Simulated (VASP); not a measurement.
# Zr (Fm-3m) in VASP: further runs

The runs below take Zr through single point, with r2SCAN.

Program: VASP 6.6.1. These are calculated values, not measurements. Logs are shortened: lines on timing, memory, paths and dates and some standing lists are left out, and cuts for length are marked.

## Step 1: The cell of the first run

Symmetry: Fm-3m, No. 225, cubic system. Conventional cell: a = 4.405 Å, b = 4.405 Å, c = 4.405 Å, α = 90.00°, β = 90.00°, γ = 90.00°. Within 4.1 Å of Zr (site symmetry m-3m) lie 12 Zr at 3.11 Å.

This isn't the form of Zr at room conditions, which is hcp.

## Step 2: Single point, r2SCAN

Input file POSCAR:

```
Zr
1.0
    0.0000000000      2.2024964625      2.2024964625
    2.2024964625      0.0000000000      2.2024964625
    2.2024964625      2.2024964625      0.0000000000
Zr
1
Direct
    0.0000000000      0.0000000000      0.0000000000
```

Input file INCAR.step1:

```
SYSTEM = Zr
PREC = Accurate ; ENCUT = 520
ISMEAR = -1 ; SIGMA = 0.1
LREAL = .FALSE. ; LASPH = .TRUE.
NELM = 60 ; NBANDS = 12
GGA = PE ; ALGO = Normal
EDIFF = 1E-4 ; LWAVE = .TRUE.
LCHARG = .FALSE.
```

Input file INCAR.step2:

```
SYSTEM = Zr
PREC = Accurate ; ENCUT = 520
EDIFF = 1E-6 ; ISMEAR = -1
SIGMA = 0.1 ; LREAL = .FALSE.
LASPH = .TRUE. ; NELM = 60
ALGO = Normal ; ISIF = 2
LWAVE = .FALSE. ; LCHARG = .FALSE.
METAGGA = R2SCAN ; LMIXTAU = .TRUE.
NBANDS = 12 ; ISTART = 1
```

Input file KPOINTS:

```
Automatic mesh
0
G
  13 13 13
  0 0 0
```

Potentials or basis: VASP PAW PBE potentials, release 64 (Zr_sv).

The run is started by

```sh
$ cat potpaw_PBE.64/Zr_sv/POTCAR > POTCAR
$ cp INCAR.step1 INCAR
$ mpirun -np 1 vasp_std > vasp.out
$ cp INCAR.step2 INCAR
$ mpirun -np 1 vasp_std > vasp.out
```

OUTCAR:

```text
SYSTEM = Zr
   PREC = Accurate
   ENCUT = 520
   EDIFF = 1E-6
   ISMEAR = -1
   LREAL = .FALSE.
   LASPH = .TRUE.
   NELM = 60
   ISIF = 2
   METAGGA = R2SCAN
   ISTART = 1

 ion  position               nearest neighbor table
   1  0.000  0.000  0.000-

  LATTYP: Found a face centered cubic cell.
 ALAT       =     4.4049929250

  Lattice vectors:

 A1 = (   0.0000000000,   2.2024964625,   2.2024964625)
 A2 = (   2.2024964625,   0.0000000000,   2.2024964625)
 A3 = (   2.2024964625,   2.2024964625,   0.0000000000)

Analysis of symmetry for initial positions (statically):
=====================================================================
 Subroutine PRICEL returns:
 Original cell was already a primitive cell.

 Routine SETGRP: Setting up the symmetry group for a
 face centered cubic supercell.

 Subroutine GETGRP returns: Found 48 space group operations
 (whereof 48 operations were pure point group operations)
 out of a pool of 48 trial point group operations.

The static configuration has the point symmetry O_h .

Analysis of symmetry for dynamics (positions and initial velocities):
=====================================================================
 Subroutine PRICEL returns:
 Original cell was already a primitive cell.

 Routine SETGRP: Setting up the symmetry group for a
 face centered cubic supercell.

 Subroutine GETGRP returns: Found 48 space group operations
 (whereof 48 operations were pure point group operations)
 out of a pool of 48 trial point group operations.

The dynamic configuration has the point symmetry O_h .

 Subroutine INISYM returns: Found 48 space group operations
 (whereof 48 operations are pure point group operations),
 and found     1 'primitive' translations

----------------------------------------------------------------------------------------

                                     Primitive cell

  volume of cell :      21.3686

  direct lattice vectors                    reciprocal lattice vectors
     0.000000000  2.202496463  2.202496463    -0.227015121  0.227015121  0.227015121
     2.202496463  0.000000000  2.202496463     0.227015121 -0.227015121  0.227015121
     2.202496463  2.202496463  0.000000000     0.227015121  0.227015121 -0.227015121

  length of vectors
     3.114800368  3.114800368  3.114800368     0.393201723  0.393201723  0.393201723

  position of ions in fractional coordinates (direct lattice)
     0.000000000  0.000000000  0.000000000

  ion indices of the primitive-cell ions
   primitive index   ion index
                 1           1

----------------------------------------------------------------------------------------

 KPOINTS: Automatic mesh

Automatic generation of k-mesh.
 Grid dimensions read from file:
 generate k-points for:   13   13   13

 Generating k-lattice:

  Cartesian coordinates                     Fractional coordinates (reciprocal lattice)
    -0.017462702  0.017462702  0.017462702     0.076923077  0.000000000  0.000000000
     0.017462702 -0.017462702  0.017462702     0.000000000  0.076923077  0.000000000
     0.017462702  0.017462702 -0.017462702     0.000000000  0.000000000  0.076923077

  Length of vectors
     0.030246286  0.030246286  0.030246286

  Shift w.r.t. Gamma in fractional coordinates (k-lattice)
     0.000000000  0.000000000  0.000000000

 Subroutine IBZKPT returns following result:
 ===========================================

 Found     84 irreducible k-points:

 Following reciprocal coordinates:
            Coordinates               Weight
  0.000000  0.000000  0.000000      1.000000
  0.076923  0.000000  0.000000      8.000000
  0.153846  0.000000  0.000000      8.000000
  0.230769  0.000000  0.000000      8.000000
  0.307692  0.000000  0.000000      8.000000
  0.384615  0.000000  0.000000      8.000000
[... 16 lines left out ...]
  0.384615  0.153846  0.000000     24.000000
  0.461538  0.153846  0.000000     24.000000
 [... further k-points ...]
   k-points           NKPTS =     84   k-points in BZ     NKDIM =     84   number of bands    NBANDS=     12
   number of dos      NEDOS =    301   number of ions     NIONS =      1
   total plane-waves  NPLWV =  13824
   dimension x,y,z NGX =    24 NGY =   24 NGZ =   24
   dimension x,y,z NGXF=    48 NGYF=   48 NGZF=   48
   ions per type =               1
   NGX,Y,Z   is equivalent  to a cutoff of  12.81, 12.81, 12.81 a.u.
   NGXF,Y,Z  is equivalent  to a cutoff of  25.62, 25.62, 25.62 a.u.
 SYSTEM =  Zr
   PREC   = accura    normal or accurate (medium, high low for compatibility)
   ISTART =      1    job   : 0-new  1-cont  2-samecut
   ICHARG =      0    charge: 1-file 2-atom 10-const
   ISPIN  =      1    spin polarized calculation?
   LNONCOLLINEAR =      F non collinear calculations
   LSORBIT =      F    spin-orbit coupling
   LASPH  =      T    aspherical Exc in radial PAW
   ENCUT  =  520.0 eV  38.22 Ry    6.18 a.u.   5.79  5.79  5.79*2*pi/ulx,y,z
   NELM   =     60;   NELMIN=  2; NELMDL=  0     # of ELM steps
   EDIFF  = 0.1E-05   stopping-criterion for ELM
   LREAL  =      F    real-space projection
   EDIFFG = 0.1E-04   stopping-criterion for IOM
   NSW    =      0    number of steps for IOM
   IBRION =     -1    ionic relax: 0-MD 1-quasi-New 2-CG
   NFREE  =      0    steps in history (QN), initial steepest desc. (CG)
   ISIF   =      2    stress and relaxation
   ISYM   =      2    0-nonsym 1-usesym 2-fastsym
   POTIM  = 0.5000    time-step for ionic-motion
   TEBEG  =    0.0;   TEEND  =   0.0 temperature during run
   PSTRESS=    0.0 pullay stress
   NELECT =      12.0000    total number of electrons
   NUPDOWN=      -1.0000    fix difference up-down
   EMIN   =  10.00;   EMAX   =-10.00  energy-range for DOS
   EFERMI =   0.00;   METHOD = LEGACY
   ISMEAR =    -1;   SIGMA  =   0.10  broadening in eV -4-tet -1-fermi 0-gaus
   EFERMI_NEDOS =   21; number of points for ismear=-14 and -15
   IALGO  =     38    algorithm
   IMIX   =      4    mixing-type and parameters
     AMIX     =   0.40;   BMIX     =  1.00
     AMIX_MAG =   1.60;   BMIX_MAG =  1.00
  volume/ion in A,a.u.               =      21.37       144.20
  Fermi-wavevector in a.u.,A,eV,Ry     =   1.350652  2.552362 24.820563  1.824260
  Thomas-Fermi vector in A             =   2.478139
   LORBIT       =      0    0 simple, 1 ext, 2 COOP (PROOUT), +10 PAW based schemes
   METAGGA = R2SCAN    functional components
   LHFCALC =     F    Hartree Fock is set to
   AEXX    =    0.0000 exact exchange contribution
   IVDW    =     0    specifies the selected vdW correction
   LEPSILON=     F    determine dielectric tensor
   LRPA    =     F    only Hartree local field effects (RPA)
 non-spin polarized calculation
  energy-cutoff  :      520.00
  volume of cell :       21.37
 maximum number of plane-waves:       589
   NGX = 11   NGY = 11   NGZ = 11

 number of electron      12.0000000 magnetization

 Free energy of the ion-electron system (eV)
  ---------------------------------------------------
  ext. energy  EPLUGINS =         0.00000000
  ---------------------------------------------------
  free energy    TOTEN  =       -22.66172145 eV

  energy without entropy =      -22.61806573  energy(sigma->0) =      -22.63989359

 E-fermi :   9.9015     XC(G=0): -12.4021

 val. band max:        9.8966945621   @ k =  -0.3077   0.3077   0.0000
 cond. band min:       9.9387860506   @ k =  -0.3077   0.0769   0.0000
 fundamental gap:      0.0420914885
 Fermi energy:         9.9014731813

 k-point     1 :       0.0000    0.0000    0.0000
  band No.  band energies     occupation
      1     -40.3384      2.00000
      2     -16.9947      2.00000
      3     -16.9947      2.00000
      4     -16.9947      2.00000
      5       3.8881      2.00000
      6      11.0493      0.00002
      7      11.0493      0.00002
      8      11.0493      0.00002
      9      13.9369      0.00000
     10      13.9369      0.00000
     11      20.9133      0.00000
     12      25.8393      0.00000

 k-point     2 :       0.0769    0.0000    0.0000
  band No.  band energies     occupation
      1     -40.3263      2.00000
      2     -17.0770      2.00000
      3     -17.0044      2.00000
      4     -17.0044      2.00000
      5       4.1078      2.00000
      6      10.8327      0.00018
      7      11.1505      0.00001
      8      11.1505      0.00001
      9      13.8264      0.00000
     10      13.8264      0.00000
     11      21.3964      0.00000
     12      24.9562      0.00000

 k-point     3 :       0.1538    0.0000    0.0000
  band No.  band energies     occupation
      1     -40.2925      2.00000
      2     -17.3005      2.00000
      3     -17.0311      2.00000
      4     -17.0311      2.00000
      5       4.7148      2.00000
      6      10.3503      0.02223
      7      11.3720      0.00000
      8      11.3720      0.00000
      9      13.6452      0.00000
     10      13.6452      0.00000
     11      22.4035      0.00000
     12      23.7804      0.00000
[... 286 lines left out ...]
 k-point    23 :       0.3846    0.1538    0.0000
  band No.  band energies     occupation
      1     -40.1505      2.00000
      2     -17.9849      2.00000
      3     -17.2483      2.00000
      4     -17.2201      2.00000
      5       6.9792      2.00000
      6       9.2662      1.99652
      7      10.5187      0.00417
      8      11.9339      0.00000
      9      14.6898      0.00000
     10      15.5976      0.00000
     11      22.0386      0.00000
     12      24.4263      0.00000

 k-point    24 :       0.4615    0.1538    0.0000
  band No.  band energies     occupation
      1     -40.1166      2.00000
      2     -18.1570      2.00000
      3     -17.3122      2.00000
      4     -17.2297      2.00000
      5       7.2178      2.00000
      6       9.5024      1.96371
      7      10.5547      0.00291
      8      11.6914      0.00000
      9      15.9780      0.00000
     10      16.0131      0.00000
     11      21.0882      0.00000
     12      23.0407      0.00000

 [... further k-points ...]

------------------------ aborting loop because EDIFF is reached ----------------------------------------

  FORCE on cell =-STRESS in cart. coord.  units (eV):
  Direction    XX          YY          ZZ          XY          YZ          ZX
  --------------------------------------------------------------------------------------
  -------------------------------------------------------------------------------------
  Total        1.2374372      1.2374372      1.2374372     -0.0000000      0.0000000      0.0000000
  in kB       92.7807936     92.7807936     92.7807936     -0.0000000      0.0000000      0.0000000
  external PRESSURE =      92.7807936 kB  Pullay stress =       0.0000000 kB

 VOLUME and BASIS-vectors are now :
 -----------------------------------------------------------------------------
  energy-cutoff  :      520.00
  volume of cell :       21.37
      direct lattice vectors                 reciprocal lattice vectors
     0.000000000  2.202496463  2.202496463    -0.227015121  0.227015121  0.227015121
     2.202496463  0.000000000  2.202496463     0.227015121 -0.227015121  0.227015121
     2.202496463  2.202496463  0.000000000     0.227015121  0.227015121 -0.227015121

 POSITION                                       TOTAL-FORCE (eV/Angst)
 -----------------------------------------------------------------------------------
      0.00000      0.00000      0.00000         0.000000     -0.000000      0.000000
 -----------------------------------------------------------------------------------
    total drift:                                0.000000     -0.000000     -0.000000

  FREE ENERGIE OF THE ION-ELECTRON SYSTEM (eV)
  ---------------------------------------------------
  free  energy   TOTEN  =       -22.6617214463 eV

  energy  without entropy=      -22.6180657343  energy(sigma->0) =      -22.63989359
```

It took 27 s on 1 thread of Intel Xeon 6975P-C (Granite Rapids), shared host; peak memory 0.15 GiB.

Results:

* Free energy: -22.6617 eV
* Pressure: 9.3 GPa
* Band gap on the k mesh: zero (bands 6 and 7 overlap by 1.81 eV)

Levels at points of the mesh, in eV from the Fermi level:
```csv
k point,band 2,band 3,band 4,band 5,band 6,band 7,band 8,band 9,band 10,band 11
"(0.00, 0.00, 0.00)",-26.90,-26.90,-26.90,-6.01,1.15,1.15,1.15,4.04,4.04,11.01
```

Caveat: the cell stands under pressure; the PAW data sets were made with another functional, which shifts forces and pressure a little.

## Step 3: Single point, r2SCAN

POSCAR is that of step 2.

Input file INCAR.step1:

```
ALGO = Normal ; EDIFF = 1E-4
ENCUT = 520 ; GGA = PE
ISMEAR = -1 ; LASPH = T
LCHARG = F ; LREAL = F
LWAVE = T ; NBANDS = 12
NELM = 80 ; PREC = Accurate
SIGMA = 0.1
```

Input file INCAR.step2:

```
ALGO = Normal ; EDIFF = 1E-6
ENCUT = 520 ; ISIF = 2
ISMEAR = -1 ; ISTART = 1
LASPH = T ; LCHARG = T
LELF = T ; LMIXTAU = T
LREAL = F ; LVHAR = T
LWAVE = F ; METAGGA = R2SCAN
NBANDS = 12 ; NELM = 80
PREC = Accurate ; SIGMA = 0.1
```

Input file KPOINTS:

```
k-points
0
Gamma
  13 13 13
```

Potentials or basis: VASP PAW PBE potentials, release 64 (Zr_sv).

The run is started by

```sh
$ cat potpaw_PBE.64/Zr_sv/POTCAR > POTCAR
$ cp INCAR.step1 INCAR
$ mpirun -np 1 vasp_std > vasp.out
$ cp INCAR.step2 INCAR
$ mpirun -np 1 vasp_std > vasp.out
```

Wall time 29 s (1 thread of Intel Xeon 6975P-C (Granite Rapids), shared host); peak memory 0.15 GiB.

Results (log left out):

* Free energy: -22.6617 eV
* Pressure: 9.3 GPa
* Band gap on the k mesh: zero (bands 6 and 7 overlap by 1.81 eV)

Levels at points of the mesh, in eV from the Fermi level:
```
           k point  band 3  band 4  band 5  band 6  band 7  band 8  band 9  band 10
(0.00, 0.00, 0.00)  -26.90  -26.90   -6.01    1.15    1.15    1.15    4.04     4.04
```

Caveat: the cell stands under pressure; the PAW data sets were made with another functional, which shifts forces and pressure a little.

## Step 4: Single point, r2SCAN

This run uses another cell than the first one, of 22.07 Å³/atom.

Input file POSCAR:

```
Zr
1.0
    0.0000000000      2.2261810361      2.2261810361
    2.2261810361      0.0000000000      2.2261810361
    2.2261810361      2.2261810361      0.0000000000
Zr
1
Direct
    0.0000000000      0.0000000000      0.0000000000
```

Input file INCAR.step1:

```
SYSTEM = Zr
PREC = Accurate ; ENCUT = 520
ISMEAR = -1 ; SIGMA = 0.1
LREAL = .FALSE. ; LASPH = .TRUE.
NELM = 80 ; NBANDS = 12
GGA = PE ; ALGO = Normal
EDIFF = 1E-4 ; LWAVE = .TRUE.
LCHARG = .FALSE.
```

Input file INCAR.step2:

```
SYSTEM = Zr
PREC = Accurate ; ENCUT = 520
EDIFF = 1E-7 ; ISMEAR = -1
SIGMA = 0.1 ; LREAL = .FALSE.
LASPH = .TRUE. ; NELM = 80
ALGO = Normal ; ISIF = 2
LWAVE = .FALSE. ; LCHARG = .FALSE.
METAGGA = R2SCAN ; LMIXTAU = .TRUE.
NBANDS = 12 ; ISTART = 1
```

Input file KPOINTS:

```
Automatic mesh
0
G
  13 13 13
  0 0 0
```

The run is started by

```sh
$ cat potpaw_PBE.64/Zr_sv/POTCAR > POTCAR
$ cp INCAR.step1 INCAR
$ mpirun -np 1 vasp_std > vasp.out
$ cp INCAR.step2 INCAR
$ mpirun -np 1 vasp_std > vasp.out
```

It took 36 s on 1 thread of Intel Xeon 6975P-C (Granite Rapids), shared host; peak memory 0.15 GiB.

It converged, with:

* Free energy: -22.6942 eV
* Pressure: 5.7 GPa
* Band gap on the k mesh: zero (bands 6 and 7 overlap by 1.78 eV)

Levels at points of the mesh, in eV from the Fermi level:
| k point | band 4 | band 5 | band 6 | band 7 | band 8 | band 9 |
| --- | --- | --- | --- | --- | --- | --- |
| (0.00, 0.00, 0.00) | -27.01 | -5.97 | 1.15 | 1.15 | 1.15 | 3.92 |

Caveat: the cell stands under pressure; the PAW data sets were made with another functional, which shifts forces and pressure a little.

## Step 5: Single point, r2SCAN

This run uses another cell than the first one, of 22.76 Å³/atom.

Input file POSCAR:

```
Zr
1.0
    0.0000000000      2.2493720909      2.2493720909
    2.2493720909      0.0000000000      2.2493720909
    2.2493720909      2.2493720909      0.0000000000
Zr
1
Direct
    0.0000000000      0.0000000000      0.0000000000
```

Input file INCAR.step1:

```
SYSTEM = Zr
PREC = Accurate
ENCUT = 520
ISMEAR = -1
SIGMA = 0.1
LREAL = .False.
LASPH = .True.
NELM = 100
NBANDS = 12
GGA = PE
ALGO = Normal
EDIFF = 1E-4
LWAVE = .True.
LCHARG = .False.
```

Input file INCAR.step2:

```
SYSTEM = Zr
PREC = Accurate
ENCUT = 520
EDIFF = 1E-6
ISMEAR = -1
SIGMA = 0.1
LREAL = .False.
LASPH = .True.
NELM = 100
ALGO = Normal
ISIF = 2
LWAVE = .False.
LCHARG = .False.
METAGGA = R2SCAN
LMIXTAU = .True.
NBANDS = 12
ISTART = 1
```

Input file KPOINTS:

```
Automatic mesh
0
Gamma
  13 13 13
  0 0 0
```

The run is started by

```sh
$ cat potpaw_PBE.64/Zr_sv/POTCAR > POTCAR
$ cp INCAR.step1 INCAR
$ mpirun -np 1 vasp_std > vasp.out
$ cp INCAR.step2 INCAR
$ mpirun -np 1 vasp_std > vasp.out
```

Wall time 27 s (1 thread of Intel Xeon 6975P-C (Granite Rapids), shared host); peak memory 0.15 GiB.

It converged, with:

```
Free energy            : -22.7121 eV
Pressure               : 2.6 GPa
Band gap on the k mesh : zero (bands 6 and 7 overlap by 1.76 eV)
```

Levels at points of the mesh, in eV from the Fermi level:
| k point | band 2 | band 3 | band 4 | band 5 | band 6 | band 7 | band 8 | band 9 | band 10 | band 11 |
| --- | --- | --- | --- | --- | --- | --- | --- | --- | --- | --- |
| (0.00, 0.00, 0.00) | -27.11 | -27.11 | -27.11 | -5.93 | 1.14 | 1.14 | 1.14 | 3.82 | 3.82 | 10.91 |

Caveat: the PAW data sets were made with another functional, which shifts forces and pressure a little.

## Step 6: Single point, r2SCAN

This run uses another cell than the first one, of 23.46 Å³/atom.

Input file POSCAR:

```
Zr
1.0
    0.0000000000      2.2720945591      2.2720945591
    2.2720945591      0.0000000000      2.2720945591
    2.2720945591      2.2720945591      0.0000000000
Zr
1
Direct
    0.0000000000      0.0000000000      0.0000000000
```

Input file INCAR.step1:

```
SYSTEM = Zr
ALGO = Normal
EDIFF = 1E-4
ENCUT = 520
GGA = PE
ISMEAR = -1
LASPH = .True.
LCHARG = .False.
LREAL = .False.
LWAVE = .True.
NBANDS = 12
NELM = 100
PREC = Accurate
SIGMA = 0.1
```

Input file INCAR.step2:

```
SYSTEM = Zr
ALGO = Normal
EDIFF = 1E-7
ENCUT = 520
ISIF = 2
ISMEAR = -1
ISTART = 1
LASPH = .True.
LCHARG = .False.
LMIXTAU = .True.
LREAL = .False.
LWAVE = .False.
METAGGA = R2SCAN
NBANDS = 12
NELM = 100
PREC = Accurate
SIGMA = 0.1
```

Input file KPOINTS:

```
k-points
0
Gamma
  13 13 13
  0 0 0
```

Potentials or basis: VASP PAW PBE potentials, release 64 (Zr_sv).

The run is started by

```sh
$ cat potpaw_PBE.64/Zr_sv/POTCAR > POTCAR
$ cp INCAR.step1 INCAR
$ mpirun -np 1 vasp_std > vasp.out
$ cp INCAR.step2 INCAR
$ mpirun -np 1 vasp_std > vasp.out
```

Run time: 33 s. Hardware: 1 thread of Intel Xeon 6975P-C (Granite Rapids), shared host; peak memory 0.15 GiB.

It converged, with:

| Property | Result |
| --- | --- |
| Free energy | -22.7171 eV |
| Pressure | -0.3 GPa |
| Band gap on the k mesh | zero (bands 6 and 7 overlap by 1.73 eV) |

Levels at points of the mesh, in eV from the Fermi level:
```
           k point  band 3  band 4  band 5  band 6  band 7  band 8  band 9  band 10
(0.00, 0.00, 0.00)  -27.21  -27.21   -5.88    1.13    1.13    1.13    3.71     3.71
```

Caveat: the PAW data sets were made with another functional, which shifts forces and pressure a little.

## Step 7: Overview

```tsv
cell	gap on the mesh (eV)	pressure (GPa)
a = 3.115 Å, angles 60.0°, 1 atom	none	9.3
a = 3.148 Å, angles 60.0°, 1 atom	none	5.7
a = 3.181 Å, angles 60.0°, 1 atom	none	2.6
a = 3.213 Å, angles 60.0°, 1 atom	none	-0.3
```

Alike in all rows: task single point; level r2SCAN; potentials or basis VASP PAW PBE potentials, release 64 (Zr_sv); no spin polarisation; k mesh 13 × 13 × 13; cutoff (eV) 520; smearing fermi-dirac 0.1 eV.

Caveats: the PAW data sets were made with another functional, which shifts forces and pressure a little; the cell stands under pressure (at least some runs).

Total energies depend on the potentials used, so only differences within one code and one set of settings carry meaning.
